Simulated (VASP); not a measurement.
# MgO (P6_3mc) in VASP: settings compared, part 2 of 2

VASP 6.6.1. The steps go on from the part before.

## 4. Single point, LDA

This run uses another cell than the first one, of 12.04 Å³/atom, 1.041 times its volume.

Input file INCAR:

```
SYSTEM = MgO
ALGO     = Normal         ! electronic algorithm
EDIFF    = 1E-7           ! SCF threshold, eV
ENCUT    = 520            ! plane-wave cutoff, eV
ISIF     = 2              ! what is computed and relaxed
ISMEAR   = -1             ! smearing method
LASPH    = .True.         ! aspherical terms in the spheres
LCHARG   = .False.        ! write CHGCAR
LREAL    = .False.        ! projectors in reciprocal space
LWAVE    = .False.        ! write WAVECAR
NBANDS   = 16             ! bands
NELM     = 60             ! most SCF steps
PREC     = Accurate       ! precision mode
SIGMA    = 0.05           ! smearing width, eV
```

Input file KPOINTS:

```
k-points
0
Gamma
  9 9 6
  0 0 0
```

Input file POSCAR:

```
MgO
1.0
    3.3296934990      0.0000000000      0.0000000000
   -1.6648467495      2.8835991569      0.0000000000
    0.0000000000      0.0000000000      5.0158818481
Mg O
2 2
Direct
    0.6666666667      0.3333333333      0.5021597400
    0.3333333333      0.6666666667      0.0021597400
    0.6666666667      0.3333333333      0.9024402600
    0.3333333333      0.6666666667      0.4024402600
```

Potentials or basis: VASP PAW LDA potentials, release 64 (Mg, O).

Run with:

```bash
$ cat potpaw_LDA.64/Mg/POTCAR potpaw_LDA.64/O/POTCAR > POTCAR
$ mpirun -np 1 vasp_std > vasp.out
```

OUTCAR:

```text
SYSTEM = MgO
   EDIFF = 1E-7
   ENCUT = 520
   ISIF = 2
   ISMEAR = -1
   LASPH = .True.
   LREAL = .False.
   NELM = 60
   PREC = Accurate

 ion  position               nearest neighbor table
   1  0.667  0.333  0.502-   4 1.99   4 1.99   4 1.99   3 2.01   2 3.16   2 3.16   2 3.16   2 3.16
                             2 3.16   2 3.16
   2  0.333  0.667  0.002-   3 1.99   3 1.99   3 1.99   4 2.01   1 3.16   1 3.16   1 3.16   1 3.16
                             1 3.16   1 3.16
   3  0.667  0.333  0.902-   2 1.99   2 1.99   2 1.99   1 2.01
   4  0.333  0.667  0.402-   1 1.99   1 1.99   1 1.99   2 2.01

[... 660 lines left out ...]
  -------------------------------------------------------------------------------------
  Total       -2.3840059     -2.3840059     -2.0587730      0.0000000     -0.0000000      0.0000000
  in kB      -79.3106413    -79.3106413    -68.4908554      0.0000000     -0.0000000      0.0000000
  external PRESSURE =     -75.7040460 kB  Pullay stress =       0.0000000 kB

 VOLUME and BASIS-vectors are now :
 -----------------------------------------------------------------------------
  energy-cutoff  :      520.00
  volume of cell :       48.16
      direct lattice vectors                 reciprocal lattice vectors
     3.329693499  0.000000000  0.000000000     0.300327943  0.173394419  0.000000000
    -1.664846749  2.883599157  0.000000000     0.000000000  0.346788838  0.000000000
     0.000000000  0.000000000  5.015881848     0.000000000  0.000000000  0.199366738

 POSITION                                       TOTAL-FORCE (eV/Angst)
 -----------------------------------------------------------------------------------
      1.66485      0.96120      2.51877         0.000000      0.000000      0.067667
     -0.00000      1.92240      0.01083         0.000000      0.000000      0.067667
      1.66485      0.96120      4.52653         0.000000     -0.000000     -0.067667
     -0.00000      1.92240      2.01859        -0.000000      0.000000     -0.067667
 -----------------------------------------------------------------------------------
    total drift:                               -0.000000      0.000000      0.000748

  FREE ENERGIE OF THE ION-ELECTRON SYSTEM (eV)
  ---------------------------------------------------
  free  energy   TOTEN  =       -26.1909307403 eV

  energy  without entropy=      -26.1909307403  energy(sigma->0) =      -26.19093074
```

OSZICAR:

```text
N       E                     dE             d eps       ncg     rms          rms(c)
DAV:   1     0.526350300509E+02    0.52635E+02   -0.75926E+03  1552   0.887E+02
DAV:   2    -0.267299796779E+02   -0.79365E+02   -0.72445E+02  2096   0.188E+02
DAV:   3    -0.304310213841E+02   -0.37010E+01   -0.36918E+01  1728   0.422E+01
DAV:   4    -0.304464203135E+02   -0.15399E-01   -0.15398E-01  1888   0.320E+00
DAV:   5    -0.304464938834E+02   -0.73570E-04   -0.73570E-04  1736   0.208E-01    0.114E+01
DAV:   6    -0.263893608253E+02    0.40571E+01   -0.11976E+01  1536   0.257E+01    0.400E+00
DAV:   7    -0.262590697735E+02    0.13029E+00   -0.23979E-01  1552   0.376E+00    0.213E+00
DAV:   8    -0.261936073010E+02    0.65462E-01   -0.12632E-01  1672   0.344E+00    0.513E-01
DAV:   9    -0.261910235900E+02    0.25837E-02   -0.33204E-03  1888   0.491E-01    0.194E-01
DAV:  10    -0.261909331984E+02    0.90392E-04   -0.56906E-04  1624   0.199E-01    0.129E-02
DAV:  11    -0.261909315105E+02    0.16879E-05   -0.14919E-05  1912   0.276E-02    0.113E-02
DAV:  12    -0.261909308387E+02    0.67180E-06   -0.18294E-06  1616   0.116E-02    0.280E-03
DAV:  13    -0.261909307403E+02    0.98383E-07   -0.11759E-07   848   0.307E-03
   1 F= -.26190931E+02 E0= -.26190931E+02  d E =-.191779E-10
```

stdout:

```text
POSCAR found type information on POSCAR MgO
 POSCAR found :  2 types and       4 ions
 scaLAPACK will be used
 LDA part: xc-table for (Slater(with rela. corr.)+CA(PZ))
 , standard interpolation
 POSCAR, INCAR and KPOINTS ok, starting setup
 FFT: planning ... GRIDC
 FFT: planning ... GRID_SOFT
 FFT: planning ... GRID
 WAVECAR not read
 entering main loop
```

Wall time 20 s (1 thread of AMD EPYC 9R45 (Zen 5), shared host); peak memory 0.14 GiB.

What came out:

* Free energy: -26.1909 eV
* Pressure: -7.6 GPa
* Largest force: 0.068 eV/Å
* Band gap on the k mesh: 3.25 eV, direct

Forces on the atoms (eV/Å):
```
Mg   0.000  0.000  0.068
Mg   0.000  0.000  0.068
O    0.000  0.000 -0.068
O    0.000  0.000 -0.068
```

Levels at points of the mesh, in eV from the valence-band top:
| k point | band 4 | band 5 | band 6 | band 7 | band 8 | band 9 | band 10 | band 11 | band 12 | band 13 |
| --- | --- | --- | --- | --- | --- | --- | --- | --- | --- | --- |
| (0.00, 0.00, 0.00) | -0.79 | -0.79 | -0.44 | -0.44 | 0.00 | 3.25 | 8.17 | 10.01 | 13.67 | 13.67 |
| (0.00, 0.00, 0.50) | -2.03 | -0.62 | -0.62 | -0.62 | -0.62 | 5.74 | 5.74 | 12.79 | 12.79 | 14.13 |

A k mesh can miss the band edges. As with any semilocal functional, this LDA gap is likely too small.

## 5. Single point, LDA

This run uses another cell than the first one, of 12.51 Å³/atom, 1.082 times its volume.

Input file INCAR:

```
SYSTEM = MgO
PREC = Accurate
ENCUT = 520
EDIFF = 1E-6
ISMEAR = -1
SIGMA = 0.05
LREAL = .False.
LASPH = .True.
NELM = 80
ALGO = Normal
ISIF = 2
LWAVE = .False.
LCHARG = .False.
GGA = CA
NBANDS = 16
```

Input file KPOINTS:

```
regular mesh
0
Gamma
  9 9 6
  0 0 0
```

Input file POSCAR:

```
MgO
1.0
    3.3726620253      0.0000000000      0.0000000000
   -1.6863310127      2.9208109923      0.0000000000
    0.0000000000      0.0000000000      5.0806100433
Mg O
2 2
Direct
    0.6666666667      0.3333333333      0.5021597400
    0.3333333333      0.6666666667      0.0021597400
    0.6666666667      0.3333333333      0.9024402600
    0.3333333333      0.6666666667      0.4024402600
```

Run with:

```bash
$ cat potpaw_LDA.64/Mg/POTCAR potpaw_LDA.64/O/POTCAR > POTCAR
$ mpirun -np 1 vasp_std > vasp.out
```

Run time: 22 s. Hardware: 1 thread of AMD EPYC 9R45 (Zen 5), shared host; peak memory 0.14 GiB.

Results (log left out):

- Free energy: -26.0807 eV
- Pressure: -11.3 GPa
- Largest force: 0.102 eV/Å
- Band gap on the k mesh: 3.05 eV, direct

Forces on the atoms (eV/Å):
```
Mg   0.000  0.000  0.102
Mg   0.000  0.000  0.102
O    0.000  0.000 -0.102
O    0.000  0.000 -0.102
```

Stress tensor (GPa, compression positive):
```
-11.85   0.00   0.00
  0.00 -11.85   0.00
  0.00   0.00 -10.13
```

Levels at points of the mesh, in eV from the valence-band top:
```tsv
k point	band 6	band 7	band 8	band 9	band 10	band 11
(0.00, 0.00, 0.00)	-0.43	-0.43	0.00	3.05	7.89	9.72
(0.00, 0.00, 0.50)	-0.60	-0.60	-0.60	5.50	5.50	12.47
```

## 6. Single point, PBEsol

This run uses another cell than the first one, of 12.51 Å³/atom, 1.082 times its volume.

Input file INCAR:

```
PREC = Accurate ; ENCUT = 520
EDIFF = 1E-7 ; ISMEAR = -1
SIGMA = 0.05 ; LREAL = False
LASPH = True ; NELM = 80
ALGO = Normal ; ISIF = 2
LWAVE = False ; LCHARG = True
GGA = PS ; LELF = True
LVHAR = True ; NBANDS = 16
```

Input file KPOINTS:

```
Automatic mesh
0
Gamma
  9 9 6
```

POSCAR is that of step 5.

Potentials or basis: VASP PAW PBE potentials, release 64 (Mg, O).

Run with:

```bash
$ cat potpaw_PBE.64/Mg/POTCAR potpaw_PBE.64/O/POTCAR > POTCAR
$ mpirun -np 1 vasp_std > vasp.out
```

Wall time 25 s (1 thread of AMD EPYC 9R45 (Zen 5), shared host); peak memory 0.16 GiB.

It converged, with:

```
Free energy            : -24.4947 eV
Pressure               : -6.3 GPa
Largest force          : 0.061 eV/Å
Band gap on the k mesh : 3.04 eV, direct
```

Forces in eV/Å, atoms in the order of the input:
```
Mg   0.000  0.000  0.061
Mg   0.000  0.000  0.061
O    0.000  0.000 -0.061
O    0.000  0.000 -0.061
```

Stress tensor (GPa, compression positive):
```
-6.69  0.00  0.00
 0.00 -6.69  0.00
 0.00  0.00 -5.64
```

Levels at points of the mesh, in eV from the valence-band top:
```
           k point  band 6  band 7  band 8  band 9  band 10  band 11
(0.00, 0.00, 0.00)   -0.42   -0.42    0.00    3.04     7.98     9.77
(0.00, 0.00, 0.50)   -0.60   -0.60   -0.60    5.52     5.52    12.59
```

Caveat: the PAW data sets were made with another functional, which shifts forces and pressure a little. A k mesh can miss the band edges.

## 7. The runs side by side

```tsv
level	potentials or basis	cell	gap on the mesh (eV)	pressure (GPa)	largest force (eV/Å)
LDA	VASP PAW LDA potentials, release 64 (Mg, O)	a = 3.286, b = 3.286, c = 4.949 Å, angles 90.0, 90.0, 120.0°, 4 atoms	3.47	-3.0	0.03
PBEsol	VASP PAW PBE potentials, release 64 (Mg, O)	a = 3.286, b = 3.286, c = 4.949 Å, angles 90.0, 90.0, 120.0°, 4 atoms	3.45	2.7	0.01
LDA	VASP PAW LDA potentials, release 64 (Mg, O)	a = 3.330, b = 3.330, c = 5.016 Å, angles 90.0, 90.0, 120.0°, 4 atoms	3.25	-7.6	0.07
LDA	VASP PAW LDA potentials, release 64 (Mg, O)	a = 3.373, b = 3.373, c = 5.081 Å, angles 90.0, 90.0, 120.0°, 4 atoms	3.05	-11.3	0.10
PBEsol	VASP PAW PBE potentials, release 64 (Mg, O)	a = 3.373, b = 3.373, c = 5.081 Å, angles 90.0, 90.0, 120.0°, 4 atoms	3.04	-6.3	0.06
```

Alike in all rows: task single point; no spin polarisation; k mesh 9 × 9 × 6; cutoff (eV) 520; smearing fermi-dirac 0.05 eV.

Caveats: the PAW data sets were made with another functional, which shifts forces and pressure a little (some runs).

Total energies depend on the potentials used, so only differences within one code and one set of settings carry meaning.
